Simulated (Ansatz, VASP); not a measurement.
# One calculation of BN, two programs

INCAR

```
  PREC = Accurate
  ENCUT = 520
  EDIFF = 1E-6
  ISMEAR = 0
  SIGMA = 0.05
  LREAL = F
  LASPH = T
  NELM = 80
  ALGO = Normal
  ISIF = 2
  LWAVE = F
  LCHARG = F
  GGA = PE
  NBANDS = 26
```

The input KPOINTS:

```
regular mesh
0
Gamma
  6 6 6
```

The input POSCAR:

```
BN
1.0
    3.6246970237      0.0000000000      0.0000000000
    0.0000000000     -3.6246970237      0.0000000000
    0.0000000000      0.0000000000     -3.6246970237
B N
4 4
Direct
    0.0000000000      0.0000000000      0.0000000000
    0.5000000000      0.5000000000      0.0000000000
    0.5000000000      0.0000000000      0.5000000000
    0.0000000000      0.5000000000      0.5000000000
    0.7500000000      0.7431028718      0.7500000000
    0.2500000000      0.2500000000      0.7500000000
    0.2500000000      0.7500000000      0.2500000000
    0.7500000000      0.2500000000      0.2500000000
```

Input for Ansatz:

```yaml
crystal:
  lattice:
    - [3.6246970237, 0.0, 0.0]
    - [0.0, -3.6246970237, 0.0]
    - [0.0, 0.0, -3.6246970237]
  atoms:
    - { symbol: B, position: [0.0, 0.0, 0.0] }
    - { symbol: B, position: [0.5, 0.5, 0.0] }
    - { symbol: B, position: [0.5, 0.0, 0.5] }
    - { symbol: B, position: [0.0, 0.5, 0.5] }
    - { symbol: "N", position: [0.75, 0.7431028718, 0.75] }
    - { symbol: "N", position: [0.25, 0.25, 0.75] }
    - { symbol: "N", position: [0.25, 0.75, 0.25] }
    - { symbol: "N", position: [0.75, 0.25, 0.25] }
basis:
  ecutwfc: 420
kpoints:
  mp_grid: { grid: [6, 6, 6] }
hamiltonian:
  xc: pbe
scf:
  occupations: { method: gaussian, width: 0.05 }
output:
  forces: true
  stress: true
  eigenvalues: true
```

Alike in both runs: task single point; functional PBE; k mesh 6 × 6 × 6; occupations gaussian, width 0.05 eV; no spin polarisation.

|  | VASP | Ansatz |
| --- | --- | --- |
| version | VASP 6.6.1 | Ansatz 0.2.0 |
| potentials or method | VASP PAW PBE potentials, release 64 (B, N), cutoff 520 eV | scalar-relativistic, plane waves, PAW |
| valence electrons in the cell | 32 | 32 |

```tsv
	VASP	Ansatz	Ansatz less VASP
gap on the k mesh at the Fermi level (eV)	4.39	4.40	+0.012
least direct gap on the mesh (eV)	4.39	4.40	+0.012
pressure (GPa)	0.3	0.0	-0.24
traceless stress, the component that is largest in VASP (GPa)	0.13	0.11	-0.016
rms of the force components (eV/Å)	0.198	0.197	-0.0011
```

Atom by atom the forces differ by 0.001 eV/Å (rms over components).
